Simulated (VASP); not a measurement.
A run of VASP 6.6.1 is set up as follows.

Contents of POSCAR:

```
Sb
1.0
    3.1801583392      0.0000000000      0.0000000000
    0.0000000000      3.1801583392      0.0000000000
    0.0000000000      0.0000000000      3.0319567855
Sb
1
Direct
    0.0000000000      0.0000000000      0.0000000000
```

File INCAR.step1:

```
SYSTEM = Sb
  ALGO = Normal
  EDIFF = 1E-5
  ENCUT = 550
  GGA = PE
  GGA_COMPAT = .FALSE.
  ISMEAR = 0
  LASPH = .TRUE.
  LCHARG = .FALSE.
  LREAL = .FALSE.
  LWAVE = .TRUE.
  NBANDS = 8
  NELM = 120
  PREC = Accurate
  SIGMA = 0.1
```

File INCAR.step2:

```
SYSTEM = Sb
  ALGO = Normal
  EDIFF = 1E-6
  ENCUT = 550
  GGA_COMPAT = .FALSE.
  ISIF = 2
  ISMEAR = 0
  ISTART = 1
  LASPH = .TRUE.
  LCHARG = .TRUE.
  LELF = .TRUE.
  LMIXTAU = .TRUE.
  LREAL = .FALSE.
  LVHAR = .TRUE.
  LWAVE = .FALSE.
  METAGGA = R2SCAN
  NBANDS = 8
  NELM = 120
  PREC = Accurate
  SIGMA = 0.1
```

Contents of KPOINTS:

```
k-points
0
G
  16 16 16
  0 0 0
```

Potentials or basis: VASP PAW PBE potentials, release 64 (Sb).

Run with:

```sh
$ cat potpaw_PBE.64/Sb/POTCAR > POTCAR
$ cp INCAR.step1 INCAR
$ mpirun -np 1 vasp_std > vasp.out
$ cp INCAR.step2 INCAR
$ mpirun -np 1 vasp_std > vasp.out
```

(1) What does it give for the pressure?

Answers

(1) -2.1 GPa.

Caveat: the cell differs from its parent crystal (biaxial strain in the a-b plane: +3.0 %); the PAW data sets were made with another functional, which shifts forces and pressure a little.
